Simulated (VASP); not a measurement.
# SiNi (Pmmn) in VASP: further runs

The runs below take SiNi through relaxation of shape and atoms at fixed volume, single point, with PBE.

Program: VASP 6.6.1. These are calculated values, not measurements. Logs are shortened: lines on timing, memory, paths and dates and some standing lists are left out, and cuts for length are marked.

## (1) The cell of the first run

It takes space group Pmmn (No. 59, orthorhombic). The conventional cell has a = 3.024 Å, b = 3.225 Å, c = 4.662 Å, α = 90.00°, β = 90.00°, γ = 90.00°. Si (site symmetry mm2) has 6 Ni at 2.33 to 2.37 Å and 6 Si at 2.65 to 3.02 Å within 3.1 Å. Within 3.1 Å of Ni (site symmetry mm2) lie 6 Si at 2.33 to 2.37 Å and 6 Ni at 2.66 to 3.02 Å.

## (2) Relaxation of shape and atoms at fixed volume, PBE (11.37 Å³/atom)

Input file INCAR:

```
ALGO     = Normal         # electronic algorithm
EDIFF    = 1E-7           # SCF threshold, eV
EDIFFG   = -0.01          # ionic threshold
ENCUT    = 600            # plane-wave cutoff, eV
GGA      = PE             # functional
GGA_COMPAT= False        
IBRION   = 2              # ionic algorithm
ISIF     = 4              # what is computed and relaxed
ISMEAR   = 0              # smearing method
LASPH    = True           # aspherical terms in the spheres
LCHARG   = False          # write CHGCAR
LREAL    = False          # projectors in reciprocal space
LWAVE    = False          # write WAVECAR
NELM     = 120            # most SCF steps
NELMIN   = 4            
NSW      = 50             # ionic steps
PREC     = Accurate       # precision mode
SIGMA    = 0.1            # smearing width, eV
```

Input file KPOINTS:

```
k-points
0
Gamma
  14 12 10
```

Input file POSCAR:

```
SiNi
1.0
    3.0244199912      0.0000000000      0.0000000000
    0.0000000000      3.2254002292      0.0000000000
    0.0000000000      0.0000000000      4.6618171229
Si Ni
2 2
Direct
    0.5000000000      0.5000000000      0.8431827248
    0.0000000000      0.0000000000      0.1568172752
    0.5000000000      0.5000000000      0.3423059830
    0.0000000000      0.0000000000      0.6576940170
```

Potentials or basis: VASP PAW PBE potentials, release 64 (Si, Ni).

Command:

```bash
cat potpaw_PBE.64/Si/POTCAR potpaw_PBE.64/Ni/POTCAR > POTCAR
mpirun -np 1 vasp_std > vasp.out
```

OUTCAR:

```text
EDIFF = 1E-7
   EDIFFG = -0.01
   ENCUT = 600
   GGA = PE
   IBRION = 2
   ISIF = 4
   ISMEAR = 0
   LASPH = True
   LREAL = False
   NELM = 120
   NELMIN = 4
   NSW = 50
   PREC = Accurate

 ion  position               nearest neighbor table
   1  0.500  0.500  0.843-   3 2.33   3 2.33   4 2.37   4 2.37   4 2.37   4 2.37   2 2.65   2 2.65
                             2 2.65   2 2.65
   2  0.000  0.000  0.157-   4 2.33   4 2.33   3 2.37   3 2.37   3 2.37   3 2.37   1 2.65   1 2.65
                             1 2.65   1 2.65
   3  0.500  0.500  0.342-   1 2.33   1 2.33   2 2.37   2 2.37   2 2.37   2 2.37   4 2.66   4 2.66
                             4 2.66   4 2.66
   4  0.000  0.000  0.658-   2 2.33   2 2.33   1 2.37   1 2.37   1 2.37   1 2.37   3 2.66   3 2.66
                             3 2.66   3 2.66

  LATTYP: Found a simple orthorhombic cell.
 ALAT       =     3.0244199912
 B/A-ratio  =     1.0664524896
 C/A-ratio  =     1.5413921137

  Lattice vectors:

 A1 = (   3.0244199912,   0.0000000000,   0.0000000000)
 A2 = (   0.0000000000,   3.2254002292,   0.0000000000)
 A3 = (   0.0000000000,   0.0000000000,   4.6618171229)

Analysis of symmetry for initial positions (statically):
=====================================================================
 Subroutine PRICEL returns:
 Original cell was already a primitive cell.

 Routine SETGRP: Setting up the symmetry group for a
 simple orthorhombic supercell.

 Subroutine GETGRP returns: Found  8 space group operations
 (whereof  4 operations were pure point group operations)
 out of a pool of  8 trial point group operations.

The static configuration has the point symmetry C_2v.
 The point group associated with its full space group is D_2h.

Analysis of symmetry for dynamics (positions and initial velocities):
=====================================================================
 Subroutine PRICEL returns:
 Original cell was already a primitive cell.

 Routine SETGRP: Setting up the symmetry group for a
 simple orthorhombic supercell.

 Subroutine GETGRP returns: Found  8 space group operations
 (whereof  4 operations were pure point group operations)
 out of a pool of  8 trial point group operations.

The dynamic configuration has the point symmetry C_2v.
 The point group associated with its full space group is D_2h.

 Subroutine INISYM returns: Found  8 space group operations
 (whereof  4 operations are pure point group operations),
 and found     1 'primitive' translations

[... 106 lines left out ...]
   POTIM  = 0.5000    time-step for ionic-motion
   TEBEG  =    0.0;   TEEND  =   0.0 temperature during run
   PSTRESS=    0.0 pullay stress
   NELECT =      28.0000    total number of electrons
   NUPDOWN=      -1.0000    fix difference up-down
   EMIN   =  10.00;   EMAX   =-10.00  energy-range for DOS
   EFERMI =   0.00;   METHOD = LEGACY
   ISMEAR =     0;   SIGMA  =   0.10  broadening in eV -4-tet -1-fermi 0-gaus
   EFERMI_NEDOS =   21; number of points for ismear=-14 and -15
   IALGO  =     38    algorithm
   IMIX   =      4    mixing-type and parameters
     AMIX     =   0.40;   BMIX     =  1.00
     AMIX_MAG =   1.60;   BMIX_MAG =  1.00
  volume/ion in A,a.u.               =      11.37        76.72
  Fermi-wavevector in a.u.,A,eV,Ry     =   1.392731  2.631880 26.391210  1.939699
  Thomas-Fermi vector in A             =   2.516445
   LORBIT       =      0    0 simple, 1 ext, 2 COOP (PROOUT), +10 PAW based schemes
   GGA     = PE    functional components
   LHFCALC =     F    Hartree Fock is set to
   AEXX    =    0.0000 exact exchange contribution
   IVDW    =     0    specifies the selected vdW correction
   LEPSILON=     F    determine dielectric tensor
   LRPA    =     F    only Hartree local field effects (RPA)
 conjugate gradient relaxation of ions
 non-spin polarized calculation
 Gauss-broadening in eV      SIGMA  =   0.10
  energy-cutoff  :      600.00
  volume of cell :       45.48
 maximum number of plane-waves:      1552
   NGX = 13   NGY = 13   NGZ = 19

--------------------------------------- Ionic step        1  -------------------------------------------

 number of electron      28.0000006 magnetization

 Free energy of the ion-electron system (eV)
  ---------------------------------------------------
  ext. energy  EPLUGINS =         0.00000000
  ---------------------------------------------------
  free energy    TOTEN  =       -23.58802822 eV

  energy without entropy =      -23.58272817  energy(sigma->0) =      -23.58537819

------------------------ aborting loop because EDIFF is reached ----------------------------------------

  FORCE on cell =-STRESS in cart. coord.  units (eV):
  Direction    XX          YY          ZZ          XY          YZ          ZX
  --------------------------------------------------------------------------------------
  -------------------------------------------------------------------------------------
  Total        1.4231087      1.5390423      2.0763250      0.0000000      0.0000000      0.0000000
  in kB       50.1380817     54.2225832     73.1517925      0.0000000      0.0000000      0.0000000
  external PRESSURE =      59.1708191 kB  Pullay stress =       0.0000000 kB
[... 253 lines left out ...]
--------------------------------------- Ionic step        8  -------------------------------------------

 number of electron      27.9999999 magnetization

 Free energy of the ion-electron system (eV)
  ---------------------------------------------------
  ext. energy  EPLUGINS =         0.00000000
  ---------------------------------------------------
  free energy    TOTEN  =       -23.59068574 eV

  energy without entropy =      -23.58514101  energy(sigma->0) =      -23.58791337

 E-fermi :  11.6161     XC(G=0): -12.5734

 val. band max:       11.5907503204   @ k =   0.5000   0.3333   0.4000
 cond. band min:      11.6211817672   @ k =   0.2143   0.1667   0.4000
 fundamental gap:      0.0304314469
 Fermi energy:        11.6161314261

 k-point     1 :       0.0000    0.0000    0.0000
  band No.  band energies     occupation
      1      -2.4437      2.00000
      2       3.3971      2.00000
      3       5.0162      2.00000
      4       7.3724      2.00000
      5       7.9942      2.00000
      6       8.5630      2.00000
[... 481 lines left out ...]
      5       7.2227      2.00000
      6       7.2227      2.00000
[... 10 lines left out ...]
     17      13.7457      0.00000
     18      13.7457      0.00000

 [... further k-points ...]

------------------------ aborting loop because EDIFF is reached ----------------------------------------

  FORCE on cell =-STRESS in cart. coord.  units (eV):
  Direction    XX          YY          ZZ          XY          YZ          ZX
  --------------------------------------------------------------------------------------
  -------------------------------------------------------------------------------------
  Total        1.5003332      1.5098811      1.5207341      0.0000000      0.0000000      0.0000000
  in kB       52.8588075     53.1951917     53.5775581      0.0000000      0.0000000      0.0000000
  external PRESSURE =      53.2105191 kB  Pullay stress =       0.0000000 kB
[... 19 lines left out ...]
  FREE ENERGIE OF THE ION-ELECTRON SYSTEM (eV)
  ---------------------------------------------------
  free  energy   TOTEN  =       -23.5906857387 eV

  energy  without entropy=      -23.5851410093  energy(sigma->0) =      -23.58791337

 reached required accuracy - stopping structural energy minimisation
```

Run time: 10 min. Hardware: 1 thread of AMD EPYC 9R45 (Zen 5), shared host; peak memory 0.4 GiB.

What came out:

```yaml
Free_energy: -23.5907 eV
Energy_gained_by_relaxing: 0.7 meV/atom
Ionic_steps: 8
Pressure_after_relaxing: 5.3 GPa
Largest_force_after_relaxing: 0.008 eV/Å
Band_gap_on_the_k_mesh: zero (bands 14 and 15 overlap by 2.46 eV)
```

Forces in eV/Å, atoms in the order of the input:
```
Si   0.000  0.000 -0.001
Si   0.000  0.000  0.001
Ni   0.000  0.000 -0.008
Ni   0.000  0.000  0.008
```

Step by step:
| step | energy change (eV) | largest force (eV/Å) | pressure (GPa) | volume (Å³) |
| --- | --- | --- | --- | --- |
| 1 | 0.0000 | 0.0972 | 5.92 | 45.48 |
| 2 | -0.0023 | 0.0230 | 5.46 | 45.48 |
| 3 | -0.0023 | 0.0190 | 5.44 | 45.48 |
| 4 | -0.0024 | 0.0021 | 5.41 | 45.48 |
| 5 | -0.0024 | 0.0262 | 5.38 | 45.48 |
| 6 | -0.0025 | 0.0201 | 5.41 | 45.48 |
| 7 | -0.0026 | 0.0168 | 5.35 | 45.48 |
| 8 | -0.0027 | 0.0083 | 5.32 | 45.48 |

Final structure:
```
CELL_PARAMETERS angstrom
2.99695 0.00000 0.00000
0.00000 3.23835 0.00000
0.00000 0.00000 4.68572
ATOMIC_POSITIONS crystal
Si 0.50000 0.50000 0.84402
Si 0.00000 0.00000 0.15598
Ni 0.50000 0.50000 0.34354
Ni 0.00000 0.00000 0.65646
```

Levels at points of the mesh, in eV from the Fermi level:
| k point | band 12 | band 13 | band 14 | band 15 | band 16 | band 17 |
| --- | --- | --- | --- | --- | --- | --- |
| (0.00, 0.00, 0.00) | -2.00 | -1.96 | -1.03 | 0.82 | 3.09 | 5.14 |
| (0.50, 0.00, 0.00) | -2.53 | -1.66 | -1.66 | 1.71 | 1.71 | 3.60 |
| (0.00, 0.50, 0.00) | -2.27 | -2.09 | -2.09 | 1.28 | 1.28 | 4.69 |
| (0.50, 0.50, 0.00) | -2.01 | -1.65 | -1.65 | 1.59 | 1.59 | 2.02 |
| (0.00, 0.00, 0.50) | -2.05 | 1.29 | 2.04 | 2.11 | 2.57 | 2.73 |
| (0.50, 0.00, 0.50) | -2.18 | -1.48 | -1.48 | 3.83 | 3.83 | 5.41 |
| (0.00, 0.50, 0.50) | -2.03 | -1.95 | -1.95 | 5.08 | 5.08 | 5.30 |
| (0.50, 0.50, 0.50) | -2.02 | -1.59 | -1.59 | -0.39 | -0.39 | 1.05 |

[end of part 1 of 3]

The gap in the log of VASP goes by the Fermi energy; the results here count the filled bands.